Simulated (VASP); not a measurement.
# Ta5AlB2 (I4/mcm) in VASP: single point with PBE

Aim: the single point of Ta5AlB2 with PBE.

Everything below comes from runs of VASP 6.6.1. Logs are shortened: lines on timing, memory, paths and dates and some standing lists are left out, and cuts for length are marked.

### Step 1. The cell of the first run

It takes space group I4/mcm (No. 140, tetragonal). The conventional cell has a = 6.295 Å, b = 6.295 Å, c = 11.766 Å, α = 90.00°, β = 90.00°, γ = 90.00°. Within 3.5 Å of Ta (site symmetry m) lie 3 B at 2.43 to 2.47 Å and 2 Al at 2.70 Å and 11 Ta at 2.83 to 3.43 Å. Ta (site symmetry 4/m) has 4 B at 2.51 Å and 8 Ta at 2.83 Å and 2 Al at 2.94 Å within 3.3 Å. Al (site symmetry 422) has 10 Ta at 2.70 to 2.94 Å within 3.6 Å. B (site symmetry m2m) has 1 B at 2.14 Å and 8 Ta at 2.43 to 2.51 Å within 2.8 Å.

### Step 2. Single point, PBE

Input file INCAR:

```
ALGO     = Normal         # electronic algorithm
EDIFF    = 1E-6           # SCF threshold, eV
ENCUT    = 500            # plane-wave cutoff, eV
GGA      = PE             # functional
GGA_COMPAT= False        
ISIF     = 2              # what is computed and relaxed
ISMEAR   = 0              # smearing method
LASPH    = True           # aspherical terms in the spheres
LCHARG   = True           # write CHGCAR
LELF     = True           # ELF
LREAL    = False          # projectors in reciprocal space
LVHAR    = True         
LWAVE    = False          # write WAVECAR
NBANDS   = 78             # bands
NELM     = 120            # most SCF steps
PREC     = Accurate       # precision mode
SIGMA    = 0.1            # smearing width, eV
```

Input file KPOINTS:

```
k-points
0
Gamma
  8 8 8
```

Input file POSCAR:

```
Ta5AlB2
1.0
   -3.1473513010      3.1473513010      5.8829366950
    3.1473513010     -3.1473513010      5.8829366950
    3.1473513010      3.1473513010     -5.8829366950
Ta Al B
10 2 4
Direct
    0.8029942557      0.3029942557      0.8358972475
    0.5329029918      0.0329029918      0.8358972475
    0.1970057443      0.6970057443      0.1641027525
    0.4670970082      0.9670970082      0.1641027525
    0.3029942557      0.4670970082      0.5000000000
    0.0329029918      0.1970057443      0.5000000000
    0.6970057443      0.5329029918      0.5000000000
    0.9670970082      0.8029942557      0.5000000000
    0.5000000000      0.5000000000      0.0000000000
    0.0000000000      0.0000000000      0.0000000000
    0.2500000000      0.2500000000      0.0000000000
    0.7500000000      0.7500000000      0.0000000000
    0.6199607618      0.8800392382      0.5000000000
    0.3800392382      0.1199607618      0.5000000000
    0.1199607618      0.6199607618      0.7399215235
    0.8800392382      0.3800392382      0.2600784765
```

Potentials or basis: VASP PAW PBE potentials, release 64 (Ta_pv, Al, B).

On the command line:

```
> cat potpaw_PBE.64/Ta_pv/POTCAR potpaw_PBE.64/Al/POTCAR potpaw_PBE.64/B/POTCAR > POTCAR
> mpirun -np 1 vasp_std > vasp.out
```

OUTCAR:

```text
EDIFF = 1E-6
   ENCUT = 500
   GGA = PE
   ISIF = 2
   ISMEAR = 0
   LASPH = True
   LREAL = False
   NELM = 120
   PREC = Accurate

 ion  position               nearest neighbor table
   1  0.803  0.303  0.836-  13 2.43  14 2.43  16 2.47  12 2.70  11 2.70  10 2.83   9 2.83   4 2.99
                             3 3.07   2 3.18   5 3.31   8 3.31   8 3.31   5 3.31   6 3.43   7 3.43
   2  0.533  0.033  0.836-  13 2.43  14 2.43  16 2.47  12 2.70  11 2.70  10 2.83   9 2.83   3 2.99
                             4 3.07   1 3.18   6 3.31   7 3.31   7 3.31   6 3.31   5 3.43   8 3.43
   3  0.197  0.697  0.164-  13 2.43  14 2.43  15 2.47  12 2.70  11 2.70  10 2.83   9 2.83   2 2.99
                             1 3.07   4 3.18   7 3.31   6 3.31   6 3.31   7 3.31   8 3.43   5 3.43
   4  0.467  0.967  0.164-  13 2.43  14 2.43  15 2.47  12 2.70  11 2.70  10 2.83   9 2.83   1 2.99
                             2 3.07   3 3.18   8 3.31   5 3.31   5 3.31   8 3.31   6 3.43   7 3.43
   5  0.303  0.467  0.500-  15 2.43  16 2.43  14 2.47  11 2.70  12 2.70  10 2.83   9 2.83   8 2.99
                             7 3.07   6 3.18   4 3.31   1 3.31   4 3.31   1 3.31   2 3.43   3 3.43
   6  0.033  0.197  0.500-  16 2.43  15 2.43  14 2.47  11 2.70  12 2.70  10 2.83   9 2.83   7 2.99
                             8 3.07   5 3.18   3 3.31   2 3.31   3 3.31   2 3.31   4 3.43   1 3.43
   7  0.697  0.533  0.500-  16 2.43  15 2.43  13 2.47  12 2.70  11 2.70   9 2.83  10 2.83   6 2.99
                             5 3.07   8 3.18   3 3.31   2 3.31   2 3.31   3 3.31   4 3.43   1 3.43
   8  0.967  0.803  0.500-  15 2.43  16 2.43  13 2.47  12 2.70  11 2.70   9 2.83  10 2.83   5 2.99
                             6 3.07   7 3.18   4 3.31   1 3.31   1 3.31   4 3.31   2 3.43   3 3.43
   9  0.500  0.500  0.000-  13 2.51  14 2.51  16 2.51  15 2.51   2 2.83   4 2.83   7 2.83   5 2.83
                             6 2.83   8 2.83   3 2.83   1 2.83  11 2.94  12 2.94
  10  0.000  0.000  0.000-  14 2.51  13 2.51  16 2.51  15 2.51   2 2.83   4 2.83   5 2.83   7 2.83
                             8 2.83   6 2.83   3 2.83   1 2.83  11 2.94  12 2.94
  11  0.250  0.250  0.000-   5 2.70   6 2.70   3 2.70   4 2.70   1 2.70   7 2.70   2 2.70   8 2.70
                             9 2.94  10 2.94
  12  0.750  0.750  0.000-   8 2.70   7 2.70   3 2.70   4 2.70   6 2.70   1 2.70   5 2.70   2 2.70
                             9 2.94  10 2.94
  13  0.620  0.880  0.500-  14 2.14   2 2.43   3 2.43   4 2.43   1 2.43   8 2.47   7 2.47  10 2.51
                             9 2.51
  14  0.380  0.120  0.500-  13 2.14   2 2.43   3 2.43   4 2.43   1 2.43   6 2.47   5 2.47   9 2.51
                            10 2.51
  15  0.120  0.620  0.740-  16 2.14   8 2.43   5 2.43   6 2.43   7 2.43   4 2.47   3 2.47  10 2.51
                             9 2.51
  16  0.880  0.380  0.260-  15 2.14   7 2.43   6 2.43   8 2.43   5 2.43   2 2.47   1 2.47  10 2.51
                             9 2.51

  LATTYP: Found a body centered tetragonal cell.
 ALAT       =     6.2947026020
 C/A-ratio  =     1.8691706557

  Lattice vectors:

 A1 = (  -3.1473513010,   3.1473513010,   5.8829366950)
 A2 = (   3.1473513010,  -3.1473513010,   5.8829366950)
 A3 = (   3.1473513010,   3.1473513010,  -5.8829366950)

Analysis of symmetry for initial positions (statically):
=====================================================================
 Subroutine PRICEL returns:
 Original cell was already a primitive cell.

 Routine SETGRP: Setting up the symmetry group for a
 body centered tetragonal supercell.

 Subroutine GETGRP returns: Found 16 space group operations
 (whereof  8 operations were pure point group operations)
 out of a pool of 16 trial point group operations.

The static configuration has the point symmetry C_4h.
 The point group associated with its full space group is D_4h.

Analysis of symmetry for dynamics (positions and initial velocities):
=====================================================================
 Subroutine PRICEL returns:
 Original cell was already a primitive cell.

 Routine SETGRP: Setting up the symmetry group for a
 body centered tetragonal supercell.

 Subroutine GETGRP returns: Found 16 space group operations
 (whereof  8 operations were pure point group operations)
 out of a pool of 16 trial point group operations.

The dynamic configuration has the point symmetry C_4h.
 The point group associated with its full space group is D_4h.

 Subroutine INISYM returns: Found 16 space group operations
 (whereof  8 operations are pure point group operations),
 and found     1 'primitive' translations

----------------------------------------------------------------------------------------

                                     Primitive cell

  volume of cell :     233.1013

  direct lattice vectors                    reciprocal lattice vectors
    -3.147351301  3.147351301  5.882936695     0.000000000  0.158863740  0.084991566
     3.147351301 -3.147351301  5.882936695     0.158863740  0.000000000  0.084991566
     3.147351301  3.147351301 -5.882936695     0.158863740  0.158863740  0.000000000

  length of vectors
     7.377030878  7.377030878  7.377030878     0.180170070  0.180170070  0.224667256

  position of ions in fractional coordinates (direct lattice)
     0.802994256  0.302994256  0.835897248
     0.532902992  0.032902992  0.835897248
     0.197005744  0.697005744  0.164102752
     0.467097008  0.967097008  0.164102752
     0.302994256  0.467097008  0.500000000
     0.032902992  0.197005744  0.500000000
[... 8 lines left out ...]
     0.119960762  0.619960762  0.739921524
     0.880039238  0.380039238  0.260078476

  ion indices of the primitive-cell ions
   primitive index   ion index
                 1           1
                 2           2
                 3           3
                 4           4
                 5           5
                 6           6
[... 8 lines left out ...]
                15          15
                16          16

----------------------------------------------------------------------------------------

 KPOINTS: k-points

Automatic generation of k-mesh.
 Grid dimensions read from file:
 generate k-points for:    8    8    8

 Generating k-lattice:

  Cartesian coordinates                     Fractional coordinates (reciprocal lattice)
     0.000000000  0.019857968  0.010623946     0.125000000  0.000000000  0.000000000
     0.019857968  0.000000000  0.010623946     0.000000000  0.125000000  0.000000000
     0.019857968  0.019857968  0.000000000     0.000000000  0.000000000  0.125000000

  Length of vectors
     0.022521259  0.022521259  0.028083407

  Shift w.r.t. Gamma in fractional coordinates (k-lattice)
     0.000000000  0.000000000  0.000000000

 Subroutine IBZKPT returns following result:
 ===========================================

 Found     59 irreducible k-points:

 Following reciprocal coordinates:
            Coordinates               Weight
  0.000000  0.000000  0.000000      1.000000
  0.125000  0.000000  0.000000      8.000000
  0.250000  0.000000  0.000000      8.000000
  0.375000  0.000000 -0.000000      8.000000
  0.500000  0.000000  0.000000      4.000000
  0.125000  0.125000  0.000000      8.000000
[... 16 lines left out ...]
  0.250000  0.125000  0.125000     16.000000
  0.375000  0.125000  0.125000      8.000000
 [... further k-points ...]
   k-points           NKPTS =     59   k-points in BZ     NKDIM =     59   number of bands    NBANDS=     78
   number of dos      NEDOS =    301   number of ions     NIONS =     16
   total plane-waves  NPLWV = 157464
   dimension x,y,z NGX =    54 NGY =   54 NGZ =   54
   dimension x,y,z NGXF=   108 NGYF=  108 NGZF=  108
   ions per type =              10   2   4
   NGX,Y,Z   is equivalent  to a cutoff of  12.17, 12.17, 12.17 a.u.
   NGXF,Y,Z  is equivalent  to a cutoff of  24.34, 24.34, 24.34 a.u.
 SYSTEM =  unknown system
   PREC   = accura    normal or accurate (medium, high low for compatibility)
   ISTART =      0    job   : 0-new  1-cont  2-samecut
   ICHARG =      2    charge: 1-file 2-atom 10-const
   ISPIN  =      1    spin polarized calculation?
   LNONCOLLINEAR =      F non collinear calculations
   LSORBIT =      F    spin-orbit coupling
   LASPH  =      T    aspherical Exc in radial PAW
   ENCUT  =  500.0 eV  36.75 Ry    6.06 a.u.  13.45 13.45 13.45*2*pi/ulx,y,z
   NELM   =    120;   NELMIN=  2; NELMDL= -5     # of ELM steps
   EDIFF  = 0.1E-05   stopping-criterion for ELM
   LREAL  =      F    real-space projection
   EDIFFG = 0.1E-04   stopping-criterion for IOM
   NSW    =      0    number of steps for IOM
   IBRION =     -1    ionic relax: 0-MD 1-quasi-New 2-CG
   NFREE  =      0    steps in history (QN), initial steepest desc. (CG)
   ISIF   =      2    stress and relaxation
   ISYM   =      2    0-nonsym 1-usesym 2-fastsym
   POTIM  = 0.5000    time-step for ionic-motion
   TEBEG  =    0.0;   TEEND  =   0.0 temperature during run
   PSTRESS=    0.0 pullay stress
   NELECT =     128.0000    total number of electrons
   NUPDOWN=      -1.0000    fix difference up-down
   EMIN   =  10.00;   EMAX   =-10.00  energy-range for DOS
   EFERMI =   0.00;   METHOD = LEGACY
   ISMEAR =     0;   SIGMA  =   0.10  broadening in eV -4-tet -1-fermi 0-gaus
   EFERMI_NEDOS =   21; number of points for ismear=-14 and -15
   IALGO  =     38    algorithm
   IMIX   =      4    mixing-type and parameters
     AMIX     =   0.40;   BMIX     =  1.00
     AMIX_MAG =   1.60;   BMIX_MAG =  1.00
  volume/ion in A,a.u.               =      14.57        98.32
  Fermi-wavevector in a.u.,A,eV,Ry     =   1.340592  2.533352 24.452212  1.797187
  Thomas-Fermi vector in A             =   2.468893
   LORBIT       =      0    0 simple, 1 ext, 2 COOP (PROOUT), +10 PAW based schemes
   GGA     = PE    functional components
   LHFCALC =     F    Hartree Fock is set to
   AEXX    =    0.0000 exact exchange contribution
   IVDW    =     0    specifies the selected vdW correction
   LEPSILON=     F    determine dielectric tensor
   LRPA    =     F    only Hartree local field effects (RPA)
 non-spin polarized calculation
 Gauss-broadening in eV      SIGMA  =   0.10
  energy-cutoff  :      500.00
  volume of cell :      233.10
 maximum number of plane-waves:      5973
 NGX is ok and might be reduce to    54
   NGX = 27   NGY = 27   NGZ = 27

 number of electron     128.0000002 magnetization

 Free energy of the ion-electron system (eV)
  ---------------------------------------------------
  ext. energy  EPLUGINS =         0.00000000
  ---------------------------------------------------
  free energy    TOTEN  =      -160.04843841 eV

  energy without entropy =     -160.00979471  energy(sigma->0) =     -160.02911656

 E-fermi :   6.0712     XC(G=0): -12.4103

 val. band max:        6.0624861884   @ k =   0.5000   0.2500  -0.0000
 cond. band min:       6.0730834827   @ k =   0.3750   0.3750   0.1250
 fundamental gap:      0.0105972943
 Fermi energy:         6.0711615764

 k-point     1 :       0.0000    0.0000    0.0000
  band No.  band energies     occupation
      1     -28.1422      2.00000
      2     -28.1140      2.00000
      3     -28.1140      2.00000
      4     -28.0506      2.00000
      5     -28.0451      2.00000
      6     -27.9987      2.00000
[... 68 lines left out ...]
     75       9.0310      0.00000
     76       9.1432      0.00000
[... 1815 lines left out ...]
     75       9.4813      0.00000
     76       9.4881      0.00000

 [... further k-points ...]

 [bands above 76 left out]

------------------------ aborting loop because EDIFF is reached ----------------------------------------

  FORCE on cell =-STRESS in cart. coord.  units (eV):
  Direction    XX          YY          ZZ          XY          YZ          ZX
  --------------------------------------------------------------------------------------
  -------------------------------------------------------------------------------------
  Total        0.3016909      0.3016909      0.2510917      0.0000000     -0.0000000      0.0000000
  in kB        2.0736153      2.0736153      1.7258311      0.0000000     -0.0000000      0.0000000
  external PRESSURE =       1.9576872 kB  Pullay stress =       0.0000000 kB

 VOLUME and BASIS-vectors are now :
 -----------------------------------------------------------------------------
  energy-cutoff  :      500.00
  volume of cell :      233.10
      direct lattice vectors                 reciprocal lattice vectors
    -3.147351301  3.147351301  5.882936695     0.000000000  0.158863740  0.084991566
     3.147351301 -3.147351301  5.882936695     0.158863740  0.000000000  0.084991566
     3.147351301  3.147351301 -5.882936695     0.158863740  0.158863740  0.000000000

 POSITION                                       TOTAL-FORCE (eV/Angst)
 -----------------------------------------------------------------------------------
      1.05719      4.20454      1.58893         0.000375      0.000375      0.011358
      1.05719      4.20454     -1.58893         0.000375      0.000375     -0.011358
      2.09016     -1.05719      4.29401        -0.000375     -0.000375     -0.011358
      2.09016     -1.05719      7.47187        -0.000375     -0.000375      0.011358
      2.09016      1.05719      1.58893        -0.000375      0.000375      0.011358
      2.09016      1.05719     -1.58893        -0.000375      0.000375     -0.011358
[... 8 lines left out ...]
      3.90247      0.75512      0.00000        -0.009043     -0.009043      0.000000
     -0.75512      2.39223      5.88294         0.009043      0.009043     -0.000000
 -----------------------------------------------------------------------------------
    total drift:                                0.000000      0.000000     -0.000000

  FREE ENERGIE OF THE ION-ELECTRON SYSTEM (eV)
  ---------------------------------------------------
  free  energy   TOTEN  =      -160.0484384069 eV

  energy  without entropy=     -160.0097947137  energy(sigma->0) =     -160.02911656
```

It took 18 min on 1 thread of Intel Xeon 6975P-C (Granite Rapids), shared host; peak memory 0.89 GiB.

What came out:

| Property | Result |
| --- | --- |
| Free energy | -160.0484 eV |
| Pressure | 0.2 GPa |
| Largest force | 0.013 eV/Å |
| Band gap on the k mesh | zero (bands 64 and 65 overlap by 0.77 eV) |

Forces on the atoms (eV/Å):
```
Ta   0.000  0.000  0.011
Ta   0.000  0.000 -0.011
Ta   0.000  0.000 -0.011
Ta   0.000  0.000  0.011
Ta   0.000  0.000  0.011
Ta   0.000  0.000 -0.011
Ta   0.000  0.000 -0.011
Ta   0.000  0.000  0.011
Ta   0.000  0.000  0.000
Ta   0.000  0.000  0.000
Al   0.000  0.000  0.000
Al   0.000  0.000  0.000
B    0.009 -0.009  0.000
B   -0.009  0.009  0.000
B   -0.009 -0.009  0.000
B    0.009  0.009  0.000
```

Caveat: spin-orbit coupling is left out, which moves the levels of the heavy elements.
